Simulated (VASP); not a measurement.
# ZnS (P3m1) in VASP: notebook

Runs on ZnS. Level: PBE. Tasks: single point.

All numbers are computed with VASP 6.6.1; they aren't measurements. Logs are shortened: lines on timing, memory, paths and dates and some standing lists are left out, and cuts for length are marked.

## (1) The cell of the first run

Symmetry: P3m1, No. 156, trigonal system. The conventional cell has a = 3.845 Å, b = 3.845 Å, c = 6.305 Å, α = 90.00°, β = 90.00°, γ = 120.00°. Within 3.2 Å of Zn (site symmetry 3m) lie 4 S at 2.39 to 2.48 Å. Within 3.0 Å of Zn (site symmetry 3m) lie 4 S at 2.24 to 2.33 Å. S (site symmetry 3m) has 4 Zn at 2.33 to 2.48 Å within 3.1 Å. S (site symmetry 3m) has 4 Zn at 2.24 to 2.39 Å within 3.0 Å.

## (2) Single point, PBE (atoms displaced along a vibrational mode)

Input file INCAR:

```
ALGO = Normal
EDIFF = 1E-6
ENCUT = 520
GGA = PE
ISIF = 2
ISMEAR = 0
LASPH = T
LCHARG = F
LREAL = F
LWAVE = F
NBANDS = 46
NELM = 100
PREC = Accurate
SIGMA = 0.05
```

Input file KPOINTS:

```
k-points
0
Gamma
  8 4 4
```

Input file POSCAR:

```
ZnS
1.0
   -3.8454929876      0.0000000000      0.0000000000
    0.0000000000      0.0000000000     -6.3053333116
    0.0000000000     -6.6605892347      0.0000000000
Zn S
4 4
Direct
    0.5000000000      0.9966725747      0.1666654940
    0.0000000000      0.9966725747      0.6666654940
    0.0000000000      0.4928878451      0.3333321606
    0.5000000000      0.4928878451      0.8333321606
    0.5000000000      0.6035672210      0.1666690583
    0.0000000000      0.6035672210      0.6666690583
    0.0000000000      0.1368723592      0.3333357249
    0.5000000000      0.1368723592      0.8333357249
```

Potentials or basis: VASP PAW PBE potentials, release 64 (Zn, S).

Started as:

```console
cat potpaw_PBE.64/Zn/POTCAR potpaw_PBE.64/S/POTCAR > POTCAR
mpirun -np 1 vasp_std > vasp.out
```

OUTCAR:

```text
EDIFF = 1E-6
   ENCUT = 520
   GGA = PE
   ISIF = 2
   ISMEAR = 0
   LASPH = T
   LREAL = F
   NELM = 100
   PREC = Accurate

 ion  position               nearest neighbor table
   1  0.500  0.997  0.167-   8 2.39   7 2.39   7 2.39   5 2.48
   2  0.000  0.997  0.667-   7 2.39   8 2.39   8 2.39   6 2.48
   3  0.000  0.493  0.333-   7 2.24   5 2.33   5 2.33   6 2.33
   4  0.500  0.493  0.833-   8 2.24   6 2.33   6 2.33   5 2.33
   5  0.500  0.604  0.167-   3 2.33   3 2.33   4 2.33   1 2.48
   6  0.000  0.604  0.667-   4 2.33   4 2.33   3 2.33   2 2.48
   7  0.000  0.137  0.333-   3 2.24   2 2.39   1 2.39   1 2.39
   8  0.500  0.137  0.833-   4 2.24   1 2.39   2 2.39   2 2.39

  LATTYP: Found a simple orthorhombic cell.
 ALAT       =     3.8454929876
 B/A-ratio  =     1.6396683941
 C/A-ratio  =     1.7320508076

  Lattice vectors:

 A1 = (  -3.8454929876,   0.0000000000,   0.0000000000)
 A2 = (   0.0000000000,   0.0000000000,  -6.3053333116)
 A3 = (   0.0000000000,  -6.6605892347,   0.0000000000)

Analysis of symmetry for initial positions (statically):
=====================================================================
 Subroutine PRICEL returns following result:

  LATTYP: Found a hexagonal cell.
 ALAT       =     3.8454929876
 C/A-ratio  =     1.6396683941

  Lattice vectors:

 A1 = (  -1.9227464938,  -3.3302946173,   0.0000000000)
 A2 = (  -1.9227464938,   3.3302946173,   0.0000000000)
 A3 = (   0.0000000000,   0.0000000000,  -6.3053333116)

   2 primitive cells build up your supercell.

 Routine SETGRP: Setting up the symmetry group for a
 simple orthorhombic supercell.

 Subroutine GETGRP returns: Found  2 space group operations
 (whereof  2 operations were pure point group operations)
 out of a pool of  8 trial point group operations.

The static configuration has the point symmetry C_1h.

Analysis of symmetry for dynamics (positions and initial velocities):
=====================================================================
 Subroutine PRICEL returns following result:

  LATTYP: Found a hexagonal cell.
 ALAT       =     3.8454929876
 C/A-ratio  =     1.6396683941

  Lattice vectors:

 A1 = (  -1.9227464938,  -3.3302946173,   0.0000000000)
 A2 = (  -1.9227464938,   3.3302946173,   0.0000000000)
 A3 = (   0.0000000000,   0.0000000000,  -6.3053333116)

   2 primitive cells build up your supercell.

 Routine SETGRP: Setting up the symmetry group for a
 simple orthorhombic supercell.

 Subroutine GETGRP returns: Found  2 space group operations
 (whereof  2 operations were pure point group operations)
 out of a pool of  8 trial point group operations.

The dynamic configuration has the point symmetry C_1h.

 Subroutine INISYM returns: Found  2 space group operations
 (whereof  2 operations are pure point group operations),
 and found     2 'primitive' translations

----------------------------------------------------------------------------------------

                                     Primitive cell

  volume of cell :      80.7500

  direct lattice vectors                    reciprocal lattice vectors
    -1.922746494 -3.330294617  0.000000000    -0.260044682 -0.150136867  0.000000000
    -1.922746494  3.330294617  0.000000000    -0.260044682  0.150136867  0.000000000
     0.000000000  0.000000000 -6.305333312     0.000000000  0.000000000 -0.158595898

  length of vectors
     3.845492988  3.845492988  6.305333312     0.300273734  0.300273734  0.158595898

  position of ions in fractional coordinates (direct lattice)
     0.666665494  0.333334506  0.996672575
     0.333332161  0.666667839  0.492887845
     0.666669058  0.333330942  0.603567221
     0.333335725  0.666664275  0.136872359

  ion indices of the primitive-cell ions
   primitive index   ion index
                 1           1
                 2           4
                 3           5
                 4           8

----------------------------------------------------------------------------------------

 KPOINTS: k-points

Automatic generation of k-mesh.
 Grid dimensions read from file:
 generate k-points for:    8    4    4

 Generating k-lattice:

  Cartesian coordinates                     Fractional coordinates (reciprocal lattice)
    -0.032505585  0.000000000  0.000000000     0.125000000  0.000000000  0.000000000
     0.000000000  0.000000000 -0.039648975     0.000000000  0.250000000  0.000000000
     0.000000000 -0.037534217  0.000000000     0.000000000  0.000000000  0.250000000

  Length of vectors
     0.032505585  0.039648975  0.037534217

  Shift w.r.t. Gamma in fractional coordinates (k-lattice)
     0.000000000  0.000000000  0.000000000

 Subroutine IBZKPT returns following result:
 ===========================================

 Found     50 irreducible k-points:

 Following reciprocal coordinates:
            Coordinates               Weight
  0.000000  0.000000  0.000000      1.000000
  0.125000  0.000000  0.000000      2.000000
  0.250000  0.000000  0.000000      2.000000
  0.375000  0.000000  0.000000      2.000000
  0.500000  0.000000  0.000000      1.000000
  0.000000  0.250000  0.000000      2.000000
[... 16 lines left out ...]
  0.125000  0.250000  0.250000      4.000000
 -0.125000  0.250000 -0.250000      4.000000
 [... further k-points ...]
   k-points           NKPTS =     50   k-points in BZ     NKDIM =     50   number of bands    NBANDS=     46
   number of dos      NEDOS =    301   number of ions     NIONS =      8
   total plane-waves  NPLWV =  72000
   dimension x,y,z NGX =    30 NGY =   48 NGZ =   50
   dimension x,y,z NGXF=    60 NGYF=   96 NGZF=  100
   ions per type =               4   4
   NGX,Y,Z   is equivalent  to a cutoff of  12.97, 12.66, 12.48 a.u.
   NGXF,Y,Z  is equivalent  to a cutoff of  25.94, 25.31, 24.96 a.u.
 SYSTEM =  unknown system
   PREC   = accura    normal or accurate (medium, high low for compatibility)
   ISTART =      0    job   : 0-new  1-cont  2-samecut
   ICHARG =      2    charge: 1-file 2-atom 10-const
   ISPIN  =      1    spin polarized calculation?
   LNONCOLLINEAR =      F non collinear calculations
   LSORBIT =      F    spin-orbit coupling
   LASPH  =      T    aspherical Exc in radial PAW
   ENCUT  =  520.0 eV  38.22 Ry    6.18 a.u.   7.15 11.72 12.38*2*pi/ulx,y,z
   NELM   =    100;   NELMIN=  2; NELMDL= -5     # of ELM steps
   EDIFF  = 0.1E-05   stopping-criterion for ELM
   LREAL  =      F    real-space projection
   EDIFFG = 0.1E-04   stopping-criterion for IOM
   NSW    =      0    number of steps for IOM
   IBRION =     -1    ionic relax: 0-MD 1-quasi-New 2-CG
   NFREE  =      0    steps in history (QN), initial steepest desc. (CG)
   ISIF   =      2    stress and relaxation
   ISYM   =      2    0-nonsym 1-usesym 2-fastsym
   POTIM  = 0.5000    time-step for ionic-motion
   TEBEG  =    0.0;   TEEND  =   0.0 temperature during run
   PSTRESS=    0.0 pullay stress
   NELECT =      72.0000    total number of electrons
   NUPDOWN=      -1.0000    fix difference up-down
   EMIN   =  10.00;   EMAX   =-10.00  energy-range for DOS
   EFERMI =   0.00;   METHOD = LEGACY
   ISMEAR =     0;   SIGMA  =   0.05  broadening in eV -4-tet -1-fermi 0-gaus
   EFERMI_NEDOS =   21; number of points for ismear=-14 and -15
   IALGO  =     38    algorithm
   IMIX   =      4    mixing-type and parameters
     AMIX     =   0.40;   BMIX     =  1.00
     AMIX_MAG =   1.60;   BMIX_MAG =  1.00
  volume/ion in A,a.u.               =      20.19       136.23
  Fermi-wavevector in a.u.,A,eV,Ry     =   1.250628  2.363344 21.280464  1.564070
  Thomas-Fermi vector in A             =   2.384613
   LORBIT       =      0    0 simple, 1 ext, 2 COOP (PROOUT), +10 PAW based schemes
   GGA     = PE    functional components
   LHFCALC =     F    Hartree Fock is set to
   AEXX    =    0.0000 exact exchange contribution
   IVDW    =     0    specifies the selected vdW correction
   LEPSILON=     F    determine dielectric tensor
   LRPA    =     F    only Hartree local field effects (RPA)
 non-spin polarized calculation
 Gauss-broadening in eV      SIGMA  =   0.05
  energy-cutoff  :      520.00
  volume of cell :      161.50
 maximum number of plane-waves:      4370
 NGX is ok and might be reduce to    30
   NGX = 15   NGY = 23   NGZ = 25

 number of electron      71.9999964 magnetization

 Free energy of the ion-electron system (eV)
  ---------------------------------------------------
  ext. energy  EPLUGINS =         0.00000000
  ---------------------------------------------------
  free energy    TOTEN  =       -27.10759883 eV

  energy without entropy =      -27.10759883  energy(sigma->0) =      -27.10759883

 E-fermi :   2.1812     XC(G=0):  -9.5143

 val. band max:        1.9289959152   @ k =   0.0000   0.0000   0.0000
 cond. band min:       3.9530177857   @ k =   0.0000   0.0000   0.0000
 fundamental gap:      2.0240218705
 Fermi energy:         2.1811542956

 k-point     1 :       0.0000    0.0000    0.0000
  band No.  band energies     occupation
      1     -11.1250      2.00000
      2     -10.2421      2.00000
      3     -10.1972      2.00000
      4      -9.9125      2.00000
      5      -4.3929      2.00000
      6      -4.3862      2.00000
[... 38 lines left out ...]
     45       8.8360      0.00000
     46       9.2594      0.00000

 k-point     2 :       0.1250    0.0000    0.0000
  band No.  band energies     occupation
      1     -11.0490      2.00000
      2     -10.1991      2.00000
      3     -10.1560      2.00000
      4      -9.9134      2.00000
      5      -4.3953      2.00000
      6      -4.3683      2.00000
[... 38 lines left out ...]
     45       8.7932      0.00000
     46       9.3515      0.00000

 k-point     3 :       0.2500    0.0000    0.0000
  band No.  band energies     occupation
      1     -10.8386      2.00000
      2     -10.0940      2.00000
      3     -10.0532      2.00000
      4      -9.9345      2.00000
      5      -4.3831      2.00000
      6      -4.3303      2.00000
[... 38 lines left out ...]
     45       9.3265      0.00000
     46       9.3377      0.00000

 k-point     4 :       0.3750    0.0000    0.0000
  band No.  band energies     occupation
      1     -10.5474      2.00000
      2     -10.0617      2.00000
      3      -9.9485      2.00000
      4      -9.9465      2.00000
      5      -4.3317      2.00000
      6      -4.3298      2.00000
[... 920 lines left out ...]
     45       8.6229      0.00000
     46       8.9349      0.00000

 k-point    23 :       0.1250    0.2500    0.2500
  band No.  band energies     occupation
      1     -10.8553      2.00000
      2     -10.3163      2.00000
      3     -10.2314      2.00000
      4      -9.9697      2.00000
      5      -4.4027      2.00000
      6      -4.3610      2.00000
[... 38 lines left out ...]
     45       8.6913      0.00000
     46       8.9096      0.00000

 k-point    24 :      -0.1250    0.2500   -0.2500
  band No.  band energies     occupation
      1     -10.8553      2.00000
      2     -10.3165      2.00000
      3     -10.2313      2.00000
      4      -9.9694      2.00000
      5      -4.4018      2.00000
      6      -4.3648      2.00000
[... 38 lines left out ...]
     45       8.6266      0.00000
     46       9.0052      0.00000

 [... further k-points ...]
[... 5 lines left out ...]
  --------------------------------------------------------------------------------------
  -------------------------------------------------------------------------------------
  Total        0.3764874      0.3756114      1.5168388      0.0000000     -0.0006637      0.0000000
  in kB        3.7349804      3.7262896     15.0479484      0.0000000     -0.0065841      0.0000000
  external PRESSURE =       7.5030728 kB  Pullay stress =       0.0000000 kB

 VOLUME and BASIS-vectors are now :
 -----------------------------------------------------------------------------
  energy-cutoff  :      520.00
  volume of cell :      161.50
      direct lattice vectors                 reciprocal lattice vectors
    -3.845492988  0.000000000  0.000000000    -0.260044682  0.000000000  0.000000000
     0.000000000  0.000000000 -6.305333312     0.000000000  0.000000000 -0.158595898
     0.000000000 -6.660589235  0.000000000     0.000000000 -0.150136867  0.000000000

 POSITION                                       TOTAL-FORCE (eV/Angst)
 -----------------------------------------------------------------------------------
     -1.92275     -1.11009     -6.28435        -0.000000     -0.000761      0.158856
      0.00000     -4.44039     -6.28435         0.000000     -0.000761      0.158856
      0.00000     -2.22019     -3.10782         0.000000      0.000476     -0.497291
     -1.92275     -5.55048     -3.10782         0.000000      0.000476     -0.497291
     -1.92275     -1.11011     -3.80569         0.000000      0.000162     -1.138147
      0.00000     -4.44041     -3.80569         0.000000      0.000162     -1.138147
      0.00000     -2.22021     -0.86303         0.000000      0.000123      1.476582
     -1.92275     -5.55051     -0.86303         0.000000      0.000123      1.476582
 -----------------------------------------------------------------------------------
    total drift:                               -0.000000     -0.000120     -0.000074

  FREE ENERGIE OF THE ION-ELECTRON SYSTEM (eV)
  ---------------------------------------------------
  free  energy   TOTEN  =       -27.1075988284 eV

  energy  without entropy=      -27.1075988284  energy(sigma->0) =      -27.10759883
```

It took 7.3 min on 1 thread of AMD EPYC 7R43 (Zen 3), shared host; peak memory 0.38 GiB.

Results:

```
Free energy            : -27.1076 eV
Pressure               : 0.8 GPa
Largest force          : 1.477 eV/Å
Band gap on the k mesh : 2.02 eV
```

Forces in eV/Å, atoms in the order of the input:
```
Zn   0.000 -0.001  0.159
Zn   0.000 -0.001  0.159
Zn   0.000  0.000 -0.497
Zn   0.000  0.000 -0.497
S    0.000  0.000 -1.138
S    0.000  0.000 -1.138
S    0.000  0.000  1.477
S    0.000  0.000  1.477
```

Stress tensor (GPa, compression positive):
```
0.37 0.00 0.00
0.00 0.37 0.00
0.00 0.00 1.50
```

Caveat: the cell differs from its parent crystal (atoms displaced along a vibrational mode); forces of over 1 eV/Å act on the atoms, so gaps and moduli don't describe the material at rest.

[end of part 1 of 2]
